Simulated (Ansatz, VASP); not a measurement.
## InSe in VASP and in Ansatz

The input INCAR:

```
SYSTEM = InSe
PREC = Accurate
ENCUT = 520
EDIFF = 1E-6
ISMEAR = 0
SIGMA = 0.03
LREAL = .False.
LASPH = .True.
NELM = 80
ALGO = Normal
ISIF = 2
LWAVE = .False.
LCHARG = .True.
LELF = .True.
LVHAR = .True.
NBANDS = 27
LUSENCCL = .False.
```

File KPOINTS:

```
regular mesh
0
Gamma
  12 12 12
  0 0 0
```

POSCAR

```
InSe
1.0
    1.9999996503      1.1547003365      8.3166700000
   -1.9999996503      1.1547003365      8.3166700000
    0.0000000000     -2.3094006730      8.3166700000
In Se
2 2
Direct
    0.0000000000      0.0000000000      0.0000000000
    0.1122000000      0.1122000000      0.1122000000
    0.6155000000      0.6155000000      0.6155000000
    0.8300000000      0.8300000000      0.8300000000
```

Input for Ansatz:

```yaml
crystal:
  lattice:
    - [1.9999996503, 1.1547003365, 8.31667]
    - [-1.9999996503, 1.1547003365, 8.31667]
    - [0.0, -2.309400673, 8.31667]
  atoms:
    - { symbol: In, position: [0.0, 0.0, 0.0] }
    - { symbol: In, position: [0.1122, 0.1122, 0.1122] }
    - { symbol: Se, position: [0.6155, 0.6155, 0.6155] }
    - { symbol: Se, position: [0.83, 0.83, 0.83] }
basis:
  ecutwfc: 420
kpoints:
  mp_grid: { grid: [12, 12, 12] }
hamiltonian:
  xc: lda
scf:
  occupations: { method: gaussian, width: 0.03 }
output:
  forces: true
  stress: true
  eigenvalues: true
```

Alike in both runs: task single point; functional LDA; k mesh 12 × 12 × 12; occupations gaussian, width 0.03 eV; no spin polarisation.

```csv
,VASP,Ansatz
version,VASP 6.6.1,Ansatz 0.2.0
potentials or method,"VASP PAW LDA potentials, release 64 (In_d, Se), cutoff 520 eV","scalar-relativistic, plane waves, PAW"
valence electrons in the cell,38,58
```

|  | VASP | Ansatz | Ansatz less VASP |
| --- | --- | --- | --- |
| gap on the k mesh at the Fermi level (eV) | 0.19 | 0.18 | -0.011 |
| least direct gap on the mesh (eV) | 0.19 | 0.18 | -0.011 |
| pressure (GPa) | -1.3 | -1.4 | -0.13 |
| traceless stress, the component that is largest in VASP (GPa) | -0.53 | -0.54 | -0.014 |
| rms of the force components (eV/Å) | 0.064 | 0.068 | +0.0040 |

LDA's correlation is that of Perdew and Zunger in VASP and of Perdew and Wang (1992) in Ansatz. Atom by atom the forces differ by 0.012 eV/Å (rms over components). VASP's potentials hold 38 valence electrons a cell and Ansatz's 58, so a difference there can come from the potentials and not from the codes.
